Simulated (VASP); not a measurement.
# CdSe (F-43m) in VASP: settings compared, part 2 of 2

VASP 6.6.1. The steps go on from the part before.

## Step 4: Single point, PBE

This run uses another cell than the first one, of 28.94 Å³/atom.

INCAR

```
SYSTEM = CdSe
PREC = Accurate ; ENCUT = 520
EDIFF = 1E-6 ; ISMEAR = -1
SIGMA = 0.05 ; LREAL = .FALSE.
LASPH = .TRUE. ; NELM = 100
ALGO = Normal ; ISIF = 2
LWAVE = .FALSE. ; LCHARG = .FALSE.
GGA = PE ; NBANDS = 16
```

KPOINTS

```
regular mesh
0
G
  4 4 4
  0 0 0
```

POSCAR

```
CdSe
1.0
    0.0000000000      3.0702711986      3.0702711986
    3.0702711986      0.0000000000      3.0702711986
    3.0702711986      3.0702711986      0.0000000000
Cd Se
1 1
Direct
    0.0000000000      0.0000000000      0.0000000000
    0.2500000000      0.2500000000      0.2500000000
```

Potentials or basis: VASP PAW PBE potentials, release 64 (Cd, Se).

Started as:

```console
$ cat potpaw_PBE.64/Cd/POTCAR potpaw_PBE.64/Se/POTCAR > POTCAR
$ mpirun -np 1 vasp_std > vasp.out
```

OUTCAR:

```text
SYSTEM = CdSe
   PREC = Accurate
   ENCUT = 520
   EDIFF = 1E-6
   ISMEAR = -1
   LREAL = .FALSE.
   LASPH = .TRUE.
   NELM = 100
   ISIF = 2
   GGA = PE

 ion  position               nearest neighbor table
   1  0.000  0.000  0.000-   2 2.66   2 2.66   2 2.66   2 2.66
   2  0.250  0.250  0.250-   1 2.66   1 2.66   1 2.66   1 2.66

  LATTYP: Found a face centered cubic cell.
 ALAT       =     6.1405423972

  Lattice vectors:

 A1 = (   0.0000000000,   3.0702711986,   3.0702711986)
 A2 = (   3.0702711986,   0.0000000000,   3.0702711986)
 A3 = (   3.0702711986,   3.0702711986,   0.0000000000)

Analysis of symmetry for initial positions (statically):
=====================================================================
 Subroutine PRICEL returns:
 Original cell was already a primitive cell.

 Routine SETGRP: Setting up the symmetry group for a
 face centered cubic supercell.

 Subroutine GETGRP returns: Found 24 space group operations
 (whereof 24 operations were pure point group operations)
 out of a pool of 48 trial point group operations.

The static configuration has the point symmetry T_d .

Analysis of symmetry for dynamics (positions and initial velocities):
=====================================================================
 Subroutine PRICEL returns:
 Original cell was already a primitive cell.

 Routine SETGRP: Setting up the symmetry group for a
 face centered cubic supercell.

 Subroutine GETGRP returns: Found 24 space group operations
 (whereof 24 operations were pure point group operations)
 out of a pool of 48 trial point group operations.

The dynamic configuration has the point symmetry T_d .

 Subroutine INISYM returns: Found 24 space group operations
 (whereof 24 operations are pure point group operations),
 and found     1 'primitive' translations

----------------------------------------------------------------------------------------

                                     Primitive cell

  volume of cell :      57.8842

  direct lattice vectors                    reciprocal lattice vectors
     0.000000000  3.070271199  3.070271199    -0.162852063  0.162852063  0.162852063
     3.070271199  0.000000000  3.070271199     0.162852063 -0.162852063  0.162852063
     3.070271199  3.070271199  0.000000000     0.162852063  0.162852063 -0.162852063

  length of vectors
     4.342019169  4.342019169  4.342019169     0.282068048  0.282068048  0.282068048

  position of ions in fractional coordinates (direct lattice)
     0.000000000  0.000000000  0.000000000
     0.250000000  0.250000000  0.250000000

  ion indices of the primitive-cell ions
   primitive index   ion index
                 1           1
                 2           2

----------------------------------------------------------------------------------------

 KPOINTS: regular mesh

Automatic generation of k-mesh.
 Grid dimensions read from file:
 generate k-points for:    4    4    4

 Generating k-lattice:

  Cartesian coordinates                     Fractional coordinates (reciprocal lattice)
    -0.040713016  0.040713016  0.040713016     0.250000000  0.000000000  0.000000000
     0.040713016 -0.040713016  0.040713016     0.000000000  0.250000000  0.000000000
     0.040713016  0.040713016 -0.040713016     0.000000000  0.000000000  0.250000000

  Length of vectors
     0.070517012  0.070517012  0.070517012

  Shift w.r.t. Gamma in fractional coordinates (k-lattice)
     0.000000000  0.000000000  0.000000000

 Subroutine IBZKPT returns following result:
 ===========================================

 Found      8 irreducible k-points:

 Following reciprocal coordinates:
            Coordinates               Weight
  0.000000  0.000000  0.000000      1.000000
  0.250000  0.000000  0.000000      8.000000
  0.500000  0.000000  0.000000      4.000000
  0.250000  0.250000  0.000000      6.000000
  0.500000  0.250000  0.000000     24.000000
 -0.250000  0.250000  0.000000     12.000000
  0.500000  0.500000  0.000000      3.000000
 -0.250000  0.500000  0.250000      6.000000
   k-points           NKPTS =      8   k-points in BZ     NKDIM =      8   number of bands    NBANDS=     16
   number of dos      NEDOS =    301   number of ions     NIONS =      2
   total plane-waves  NPLWV =  32768
   dimension x,y,z NGX =    32 NGY =   32 NGZ =   32
   dimension x,y,z NGXF=    64 NGYF=   64 NGZF=   64
   ions per type =               1   1
   NGX,Y,Z   is equivalent  to a cutoff of  12.25, 12.25, 12.25 a.u.
   NGXF,Y,Z  is equivalent  to a cutoff of  24.50, 24.50, 24.50 a.u.
 SYSTEM =  CdSe
   PREC   = accura    normal or accurate (medium, high low for compatibility)
   ISTART =      0    job   : 0-new  1-cont  2-samecut
   ICHARG =      2    charge: 1-file 2-atom 10-const
   ISPIN  =      1    spin polarized calculation?
   LNONCOLLINEAR =      F non collinear calculations
   LSORBIT =      F    spin-orbit coupling
   LASPH  =      T    aspherical Exc in radial PAW
   ENCUT  =  520.0 eV  38.22 Ry    6.18 a.u.   8.07  8.07  8.07*2*pi/ulx,y,z
   NELM   =    100;   NELMIN=  2; NELMDL= -5     # of ELM steps
   EDIFF  = 0.1E-05   stopping-criterion for ELM
   LREAL  =      F    real-space projection
   EDIFFG = 0.1E-04   stopping-criterion for IOM
   NSW    =      0    number of steps for IOM
   IBRION =     -1    ionic relax: 0-MD 1-quasi-New 2-CG
   NFREE  =      0    steps in history (QN), initial steepest desc. (CG)
   ISIF   =      2    stress and relaxation
   ISYM   =      2    0-nonsym 1-usesym 2-fastsym
   POTIM  = 0.5000    time-step for ionic-motion
   TEBEG  =    0.0;   TEEND  =   0.0 temperature during run
   PSTRESS=    0.0 pullay stress
   NELECT =      18.0000    total number of electrons
   NUPDOWN=      -1.0000    fix difference up-down
   EMIN   =  10.00;   EMAX   =-10.00  energy-range for DOS
   EFERMI =   0.00;   METHOD = LEGACY
   ISMEAR =    -1;   SIGMA  =   0.05  broadening in eV -4-tet -1-fermi 0-gaus
   EFERMI_NEDOS =   21; number of points for ismear=-14 and -15
   IALGO  =     38    algorithm
   IMIX   =      4    mixing-type and parameters
     AMIX     =   0.40;   BMIX     =  1.00
     AMIX_MAG =   1.60;   BMIX_MAG =  1.00
  volume/ion in A,a.u.               =      28.94       195.31
  Fermi-wavevector in a.u.,A,eV,Ry     =   1.109121  2.095935 16.737199  1.230149
  Thomas-Fermi vector in A             =   2.245657
   LORBIT       =      0    0 simple, 1 ext, 2 COOP (PROOUT), +10 PAW based schemes
   GGA     = PE    functional components
   LHFCALC =     F    Hartree Fock is set to
   AEXX    =    0.0000 exact exchange contribution
   IVDW    =     0    specifies the selected vdW correction
   LEPSILON=     F    determine dielectric tensor
   LRPA    =     F    only Hartree local field effects (RPA)
 non-spin polarized calculation
  energy-cutoff  :      520.00
  volume of cell :       57.88
 maximum number of plane-waves:      1588
   NGX = 17   NGY = 17   NGZ = 17

 number of electron      18.0000008 magnetization

 Free energy of the ion-electron system (eV)
  ---------------------------------------------------
  ext. energy  EPLUGINS =         0.00000000
  ---------------------------------------------------
  free energy    TOTEN  =        -5.44342860 eV

  energy without entropy =       -5.44326484  energy(sigma->0) =       -5.44334672

 E-fermi :   1.0415     XC(G=0):  -8.7444

 val. band max:        0.7467039286   @ k =   0.0000   0.0000   0.0000
 cond. band min:       1.2810330587   @ k =   0.0000   0.0000   0.0000
 fundamental gap:      0.5343291300
 Fermi energy:         1.0415366876

 k-point     1 :       0.0000    0.0000    0.0000
  band No.  band energies     occupation
      1     -11.6846      2.00000
      2      -7.1244      2.00000
      3      -7.1244      2.00000
      4      -7.1244      2.00000
      5      -6.7827      2.00000
      6      -6.7827      2.00000
[... 8 lines left out ...]
     15      11.7647      0.00000
     16      11.7647      0.00000
[... 115 lines left out ...]
 k-point     8 :      -0.2500    0.5000    0.2500
  band No.  band energies     occupation
      1     -11.2268      2.00000
      2      -6.9516      2.00000
      3      -6.9489      2.00000
      4      -6.8134      2.00000
      5      -6.7774      2.00000
      6      -6.3310      2.00000
[... 8 lines left out ...]
     15      13.2958      0.00000
     16      13.6819      0.00000

------------------------ aborting loop because EDIFF is reached ----------------------------------------

  FORCE on cell =-STRESS in cart. coord.  units (eV):
  Direction    XX          YY          ZZ          XY          YZ          ZX
  --------------------------------------------------------------------------------------
  -------------------------------------------------------------------------------------
  Total        0.6342570      0.6342570      0.6342570      0.0000000     -0.0000000     -0.0000000
  in kB       17.5555982     17.5555982     17.5555982      0.0000000     -0.0000000     -0.0000000
  external PRESSURE =      17.5555982 kB  Pullay stress =       0.0000000 kB

 VOLUME and BASIS-vectors are now :
 -----------------------------------------------------------------------------
  energy-cutoff  :      520.00
  volume of cell :       57.88
      direct lattice vectors                 reciprocal lattice vectors
     0.000000000  3.070271199  3.070271199    -0.162852063  0.162852063  0.162852063
     3.070271199  0.000000000  3.070271199     0.162852063 -0.162852063  0.162852063
     3.070271199  3.070271199  0.000000000     0.162852063  0.162852063 -0.162852063

 POSITION                                       TOTAL-FORCE (eV/Angst)
 -----------------------------------------------------------------------------------
      0.00000      0.00000      0.00000         0.000000     -0.000000     -0.000000
      1.53514      1.53514      1.53514        -0.000000      0.000000      0.000000
 -----------------------------------------------------------------------------------
    total drift:                               -0.000001     -0.000001     -0.000000

  FREE ENERGIE OF THE ION-ELECTRON SYSTEM (eV)
  ---------------------------------------------------
  free  energy   TOTEN  =        -5.4434285960 eV

  energy  without entropy=       -5.4432648415  energy(sigma->0) =       -5.44334672
```

OSZICAR:

```text
N       E                     dE             d eps       ncg     rms          rms(c)
DAV:   1     0.107115783246E+03    0.10712E+03   -0.88911E+03   264   0.997E+02
DAV:   2    -0.197903296652E+01   -0.10909E+03   -0.10431E+03   304   0.255E+02
DAV:   3    -0.582461107684E+01   -0.38456E+01   -0.38409E+01   272   0.492E+01
DAV:   4    -0.583997321834E+01   -0.15362E-01   -0.15361E-01   360   0.324E+00
DAV:   5    -0.584006160659E+01   -0.88388E-04   -0.88388E-04   280   0.211E-01    0.590E+00
DAV:   6    -0.546553527049E+01    0.37453E+00   -0.55501E-01   344   0.876E+00    0.473E+00
DAV:   7    -0.544181615005E+01    0.23719E-01   -0.14882E-01   296   0.256E+00    0.205E+00
DAV:   8    -0.544304101408E+01   -0.12249E-02   -0.14211E-02   288   0.142E+00    0.251E-01
DAV:   9    -0.544329560447E+01   -0.25459E-03   -0.14931E-03   304   0.485E-01    0.487E-02
DAV:  10    -0.544337251028E+01   -0.76906E-04   -0.16496E-04   328   0.159E-01    0.457E-02
DAV:  11    -0.544342877329E+01   -0.56263E-04   -0.91606E-05   312   0.594E-02    0.166E-02
DAV:  12    -0.544342859600E+01    0.17729E-06   -0.18419E-06   280   0.161E-02
   1 F= -.54434286E+01 E0= -.54433467E+01  d E =-.163755E-03
```

Run time: 6.5 s. Hardware: 1 thread of Intel Xeon Platinum 8375C at 2.90GHz (Ice Lake), shared host; peak memory 0.17 GiB.

Results:

| Quantity | Value |
| --- | --- |
| Free energy | -5.4434 eV |
| Pressure | 1.8 GPa |
| Band gap on the k mesh | 0.53 eV |

Levels at points of the mesh, in eV from the valence-band top:
| k point | band 7 | band 8 | band 9 | band 10 | band 11 | band 12 |
| --- | --- | --- | --- | --- | --- | --- |
| (0.00, 0.00, 0.00) | 0.00 | 0.00 | 0.00 | 0.53 | 5.91 | 5.91 |
| (0.50, 0.00, 0.00) | -4.24 | -0.71 | -0.71 | 2.34 | 6.42 | 6.42 |
| (0.50, 0.50, 0.00) | -3.97 | -1.76 | -1.76 | 3.17 | 3.71 | 8.98 |

Caveat: the k points lie up to 0.44 Å⁻¹ apart; semilocal functionals underestimate gaps, and a narrow one can read as zero.

## Step 5: Overview

| task | level | spin | cell | k mesh | cutoff (eV) | smearing | tolerance level | purpose | passes | dipole correction | pressure (GPa) | moment (μB) | relaxed volume (Å³/atom) |
| --- | --- | --- | --- | --- | --- | --- | --- | --- | --- | --- | --- | --- | --- |
| relaxation of cell and atoms | r2SCAN | non-collinear, zero start, SOC | relaxed from a = 4.268 Å, angles 60.0°, 2 atoms | 5 × 5 × 5 | 410 | gaussian 0.03 eV | screening | cell | 2 | - | 0.0 | 0.00 | 28.81 |
| relaxation of cell and atoms | r2SCAN | non-collinear, zero start, SOC | relaxed from a = 4.268 Å, angles 60.0°, 2 atoms | 8 × 8 × 8 | 720 | gaussian 0.03 eV | screening | cell | 3 | - | 0.0 | 0.00 | 28.96 |
| single point | PBE | off | a = 4.342 Å, angles 60.0°, 2 atoms | 4 × 4 × 4 | 520 | fermi-dirac 0.05 eV | - | - | - | no | 1.8 | - | - |

Alike in all rows: potentials or basis VASP PAW PBE potentials, release 64 (Cd, Se).

Caveats: some runs use coarse meshes; the PAW data sets were made with another functional, which shifts forces and pressure a little (at least some runs); semilocal functionals underestimate gaps, and a narrow one can read as zero (at least some runs).

Total energies depend on the potentials used, so only differences within one code and one set of settings carry meaning.
